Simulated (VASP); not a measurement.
## TaN: single point with LDA

TaN:

```
Ta N
1.0
     5.87600    0.00000    0.00000
    -2.93800    5.08876    0.00000
     0.00000    0.00000    5.76600
Ta N
8 8
Direct
  0.16667 0.33333 0.25000
  0.16667 0.33333 0.75000
  0.16667 0.83333 0.25000
  0.16667 0.83333 0.75000
  0.66667 0.33333 0.25000
  0.66667 0.33333 0.75000
  0.66667 0.83333 0.25000
  0.66667 0.83333 0.75000
  0.00000 0.00000 0.00000
  0.00000 0.00000 0.50000
  0.00000 0.50000 0.00000
  0.00000 0.50000 0.50000
  0.50000 0.00000 0.00000
  0.50000 0.00000 0.50000
  0.50000 0.50000 0.00000
  0.50000 0.50000 0.50000
```

| Quantity | Value |
| --- | --- |
| Program | VASP 6.6.1 |
| Task | single point |
| Functional | LDA |
| Potentials or basis | VASP PAW LDA potentials, release 64 (Ta_pv, N) |
| Cutoff | 600 eV |
| k mesh | 3 × 3 × 2 |
| Occupations | fermi-dirac, width 0.1 eV |
| Spin | no spin polarisation |
| Dipole correction | no |
| Further INCAR settings | ALGO = Normal; EDIFF = 1e-06; NBANDS = 78 |

```
Pressure               : -9.6 GPa
Band gap on the k mesh : zero (bands 64 and 65 overlap by 0.26 eV)
```

Stress tensor (GPa, compression positive):
```
-10.50   0.00   0.00
  0.00 -10.50   0.00
  0.00   0.00  -7.83
```

Levels at points of the mesh, in eV from the Fermi level:
| k point | band 61 | band 62 | band 63 | band 64 | band 65 | band 66 | band 67 | band 68 |
| --- | --- | --- | --- | --- | --- | --- | --- | --- |
| (0.00, 0.00, 0.00) | -0.46 | -0.46 | -0.46 | -0.29 | -0.29 | 2.19 | 2.26 | 2.77 |
| (0.00, 0.00, 0.50) | -1.60 | -1.60 | -0.50 | -0.50 | 0.58 | 0.58 | 0.58 | 0.58 |

Run time: 120 s on 1 thread of Intel(R) Xeon(R) Platinum 8259CL CPU @ 2.50GHz (Skylake/Cascade Lake), on a shared host, peak memory 0.28 GiB.

Caveat: the k points lie up to 0.54 Å⁻¹ apart; spin-orbit coupling is left out, which moves the levels of the heavy elements.
